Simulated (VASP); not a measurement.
# PbS (Galena) (Fm-3m) in VASP: settings compared

Aim: see how the results for PbS (Galena) move with the level of theory and the settings. Levels: RPBE+D3(BJ), revPBE+D3(BJ), BLYP, revPBE, PBEsol. Tasks: relaxation of cell and atoms.

Everything below comes from runs of VASP 6.6.1. Logs are shortened: lines on timing, memory, paths and dates and some standing lists are left out, and cuts for length are marked.

**1. The cell of the first run**

It takes space group Fm-3m (No. 225, cubic). Conventional cell: a = 5.931 Å, b = 5.931 Å, c = 5.931 Å, α = 90.00°, β = 90.00°, γ = 90.00°. Within 3.9 Å of Pb (site symmetry m-3m) lie 6 S at 2.97 Å. S (site symmetry m-3m) has 6 Pb at 2.97 Å within 3.9 Å.

**2. Relaxation of cell and atoms, RPBE+D3(BJ)**

Input file INCAR:

```
PREC     = Accurate       # precision mode
ENCUT    = 600            # plane-wave cutoff, eV
EDIFF    = 1E-6           # SCF threshold, eV
ISMEAR   = -1             # smearing method
SIGMA    = 0.05           # smearing width, eV
LREAL    = False          # projectors in reciprocal space
LASPH    = True           # aspherical terms in the spheres
NELM     = 60             # most SCF steps
ALGO     = Normal         # electronic algorithm
ISIF     = 3              # what is computed and relaxed
LWAVE    = False          # write WAVECAR
LCHARG   = False          # write CHGCAR
GGA      = RP             # functional
IVDW     = 12             # dispersion correction
IBRION   = 2              # ionic algorithm
NSW      = 80             # ionic steps
EDIFFG   = -0.02          # ionic threshold
```

Input file KPOINTS:

```
Automatic mesh
0
Gamma
  8 8 8
```

Input file POSCAR:

```
PbS
1.0
    0.0000000000      2.9657500000      2.9657500000
    2.9657500000      0.0000000000      2.9657500000
    2.9657500000      2.9657500000      0.0000000000
Pb S
1 1
Direct
    0.0000000000      0.0000000000      0.0000000000
    0.5000000000      0.5000000000      0.5000000000
```

Potentials or basis: VASP PAW PBE potentials, release 64 (Pb_d, S).

Run with:

```sh
$ cat potpaw_PBE.64/Pb_d/POTCAR potpaw_PBE.64/S/POTCAR > POTCAR
$ mpirun -np 1 vasp_std > vasp.out
```

OUTCAR:

```text
PREC = Accurate
   ENCUT = 600
   EDIFF = 1E-6
   ISMEAR = -1
   LREAL = False
   LASPH = True
   NELM = 60
   ISIF = 3
   GGA = RP
   IVDW = 12
   IBRION = 2
   NSW = 80
   EDIFFG = -0.02
 IVDW          = 12

 ion  position               nearest neighbor table
   1  0.000  0.000  0.000-   2 2.97   2 2.97   2 2.97   2 2.97   2 2.97   2 2.97
   2  0.500  0.500  0.500-   1 2.97   1 2.97   1 2.97   1 2.97   1 2.97   1 2.97

  LATTYP: Found a face centered cubic cell.
 ALAT       =     5.9315000000

  Lattice vectors:

 A1 = (   0.0000000000,   2.9657500000,   2.9657500000)
 A2 = (   2.9657500000,   0.0000000000,   2.9657500000)
 A3 = (   2.9657500000,   2.9657500000,   0.0000000000)

Analysis of symmetry for initial positions (statically):
=====================================================================
 Subroutine PRICEL returns:
 Original cell was already a primitive cell.

 Routine SETGRP: Setting up the symmetry group for a
 face centered cubic supercell.

 Subroutine GETGRP returns: Found 48 space group operations
[... 9 lines left out ...]

 Routine SETGRP: Setting up the symmetry group for a
 face centered cubic supercell.

 Subroutine GETGRP returns: Found 48 space group operations
[... 11 lines left out ...]
                                     Primitive cell

  volume of cell :      52.1715

  direct lattice vectors                    reciprocal lattice vectors
     0.000000000  2.965750000  2.965750000    -0.168591419  0.168591419  0.168591419
     2.965750000  0.000000000  2.965750000     0.168591419 -0.168591419  0.168591419
     2.965750000  2.965750000  0.000000000     0.168591419  0.168591419 -0.168591419

  length of vectors
     4.194203873  4.194203873  4.194203873     0.292008903  0.292008903  0.292008903

  position of ions in fractional coordinates (direct lattice)
     0.000000000  0.000000000  0.000000000
     0.500000000  0.500000000  0.500000000

  ion indices of the primitive-cell ions
   primitive index   ion index
                 1           1
                 2           2

----------------------------------------------------------------------------------------

 KPOINTS: Automatic mesh

Automatic generation of k-mesh.
 Grid dimensions read from file:
 generate k-points for:    8    8    8

 Generating k-lattice:

  Cartesian coordinates                     Fractional coordinates (reciprocal lattice)
    -0.021073927  0.021073927  0.021073927     0.125000000  0.000000000  0.000000000
     0.021073927 -0.021073927  0.021073927     0.000000000  0.125000000  0.000000000
     0.021073927  0.021073927 -0.021073927     0.000000000  0.000000000  0.125000000

  Length of vectors
     0.036501113  0.036501113  0.036501113

[... 47 lines left out ...]
   ISPIN  =      1    spin polarized calculation?
   LNONCOLLINEAR =      F non collinear calculations
   LSORBIT =      F    spin-orbit coupling
   LASPH  =      T    aspherical Exc in radial PAW
   ENCUT  =  600.0 eV  44.10 Ry    6.64 a.u.   8.38  8.38  8.38*2*pi/ulx,y,z
   NELM   =     60;   NELMIN=  2; NELMDL= -5     # of ELM steps
   EDIFF  = 0.1E-05   stopping-criterion for ELM
   LREAL  =      F    real-space projection
   EDIFFG = -.2E-01   stopping-criterion for IOM
   NSW    =     80    number of steps for IOM
   IBRION =      2    ionic relax: 0-MD 1-quasi-New 2-CG
   NFREE  =      1    steps in history (QN), initial steepest desc. (CG)
   ISIF   =      3    stress and relaxation
   ISYM   =      2    0-nonsym 1-usesym 2-fastsym
   POTIM  = 0.5000    time-step for ionic-motion
   TEBEG  =    0.0;   TEEND  =   0.0 temperature during run
   PSTRESS=    0.0 pullay stress
   NELECT =      20.0000    total number of electrons
   NUPDOWN=      -1.0000    fix difference up-down
   EMIN   =  10.00;   EMAX   =-10.00  energy-range for DOS
   EFERMI =   0.00;   METHOD = LEGACY
   ISMEAR =    -1;   SIGMA  =   0.05  broadening in eV -4-tet -1-fermi 0-gaus
   EFERMI_NEDOS =   21; number of points for ismear=-14 and -15
   IALGO  =     38    algorithm
   IMIX   =      4    mixing-type and parameters
     AMIX     =   0.40;   BMIX     =  1.00
     AMIX_MAG =   1.60;   BMIX_MAG =  1.00
  volume/ion in A,a.u.               =      26.09       176.04
  Fermi-wavevector in a.u.,A,eV,Ry     =   1.189251  2.247359 19.242973  1.414319
  Thomas-Fermi vector in A             =   2.325363
   LORBIT       =      0    0 simple, 1 ext, 2 COOP (PROOUT), +10 PAW based schemes
   GGA     = RP    functional components
   LHFCALC =     F    Hartree Fock is set to
   AEXX    =    0.0000 exact exchange contribution
   IVDW    =    12    specifies the selected vdW correction
   LEPSILON=     F    determine dielectric tensor
   LRPA    =     F    only Hartree local field effects (RPA)
 conjugate gradient relaxation of ions
 non-spin polarized calculation
  energy-cutoff  :      600.00
  volume of cell :       52.17
 maximum number of plane-waves:      1807
 NGX is ok and might be reduce to    36
   NGX = 17   NGY = 17   NGZ = 17

--------------------------------------- Ionic step        1  -------------------------------------------

 number of electron      20.0000002 magnetization

 Free energy of the ion-electron system (eV)
  ---------------------------------------------------
  ext. energy  EPLUGINS =         0.00000000
  ---------------------------------------------------
  free energy    TOTEN  =        -8.06045298 eV

  energy without entropy =       -8.06036651  energy(sigma->0) =       -8.06040974

 E-fermi :   6.1770     XC(G=0):  -9.5164

 val. band max:        5.9464649869   @ k =   0.5000   0.0000   0.0000
 cond. band min:       6.4074661547   @ k =   0.5000   0.0000   0.0000
 fundamental gap:      0.4610011677
 Fermi energy:         6.1769693482

 k-point     1 :       0.0000    0.0000    0.0000
  band No.  band energies     occupation
      1     -10.9522      2.00000
      2     -10.9522      2.00000
      3     -10.9522      2.00000
      4     -10.9312      2.00000
      5     -10.9312      2.00000
      6      -7.6457      2.00000
      7      -0.0538      2.00000
      8       3.7605      2.00000
      9       3.7605      2.00000
     10       3.7605      2.00000
     11      11.2161      0.00000
     12      11.2161      0.00000
     13      11.2161      0.00000
     14      12.7161      0.00000
[... 470 lines left out ...]
--------------------------------------- Ionic step        3  -------------------------------------------

 number of electron      19.9999999 magnetization

 Free energy of the ion-electron system (eV)
  ---------------------------------------------------
  ext. energy  EPLUGINS =         0.00000000
  ---------------------------------------------------
  free energy    TOTEN  =        -7.44645980 eV

  energy without entropy =       -7.44634949  energy(sigma->0) =       -7.44640465

 E-fermi :   8.6801     XC(G=0): -10.4419

 val. band max:        8.4642983351   @ k =   0.5000   0.0000   0.0000
 cond. band min:       8.8962785861   @ k =   0.5000   0.0000   0.0000
 fundamental gap:      0.4319802510
 Fermi energy:         8.6801049571

 k-point     1 :       0.0000    0.0000    0.0000
  band No.  band energies     occupation
      1      -8.7434      2.00000
      2      -8.7434      2.00000
      3      -8.7434      2.00000
      4      -8.7296      2.00000
      5      -8.7296      2.00000
      6      -6.8825      2.00000
      7       2.9600      2.00000
      8       5.3789      2.00000
      9       5.3789      2.00000
     10       5.3789      2.00000
     11      14.3908      0.00000
     12      14.3908      0.00000
     13      14.3908      0.00000
     14      14.7784      0.00000
[... 424 lines left out ...]
  FREE ENERGIE OF THE ION-ELECTRON SYSTEM (eV)
  ---------------------------------------------------
  free  energy   TOTEN  =       -11.5646365529 eV

  energy  without entropy=      -11.5645262449  energy(sigma->0) =      -11.56458140

 reached required accuracy - stopping structural energy minimisation
```

CONTCAR:

```text
PbS
   1.00000000000000
     0.0000000000000000    2.7909654114783371    2.7909654114783371
     2.7909654114783371   -0.0000000000000000    2.7909654114783371
     2.7909654114783371    2.7909654114783371    0.0000000000000000
  Pb              S
     1     1
Direct
     0.0000000000000000    0.0000000000000000    0.0000000000000000
     0.5000000000000000    0.5000000000000000    0.5000000000000000

  0.00000000E+00  0.00000000E+00  0.00000000E+00
  0.00000000E+00  0.00000000E+00  0.00000000E+00
```

Wall time 28 s (1 thread of Intel Xeon 6975P-C (Granite Rapids), shared host); peak memory 0.23 GiB.

What came out:

```
Free energy                            : -11.5646 eV
Relaxed volume                         : 21.74 Å³/atom
Relaxed cell                           : a = 3.947 Å, b = 3.947 Å, c = 3.947 Å, α = 60.00°, β = 60.00°, γ = 60.00°
Space group after relaxing (to 0.05 Å) : Fm-3m (No. 225)
Energy gained by relaxing              : 169.7 meV/atom
Ionic steps                            : 3
Pressure after relaxing                : -0.1 GPa
Band gap on the k mesh                 : 0.43 eV, direct
Dispersion energy per atom             : -2.059 eV
```

Step by step:
| step | energy change (eV) | largest force (eV/Å) | pressure (GPa) | volume (Å³) |
| --- | --- | --- | --- | --- |
| 1 | 0.0000 | 0.0000 | -10.62 | 52.17 |
| 2 | -0.2630 | 0.0000 | 8.07 | 40.18 |
| 3 | -0.3393 | 0.0000 | -0.09 | 43.48 |

Final structure:
```
Pb S
1.0
     0.00000    2.79097    2.79097
     2.79097    0.00000    2.79097
     2.79097    2.79097    0.00000
Pb S
1 1
Direct
  0.00000 0.00000 0.00000
  0.50000 0.50000 0.50000
```

Caveat: the volume moved by over 15 % at a fixed basis, so the end points are rough; the PAW data sets were made with another functional, which shifts forces and pressure a little; spin-orbit coupling is left out, which moves the levels of the heavy elements; the volume moved by -17 % from the deposited cell, more than functionals usually miss. A k mesh can miss the band edges.

[end of part 1 of 3]
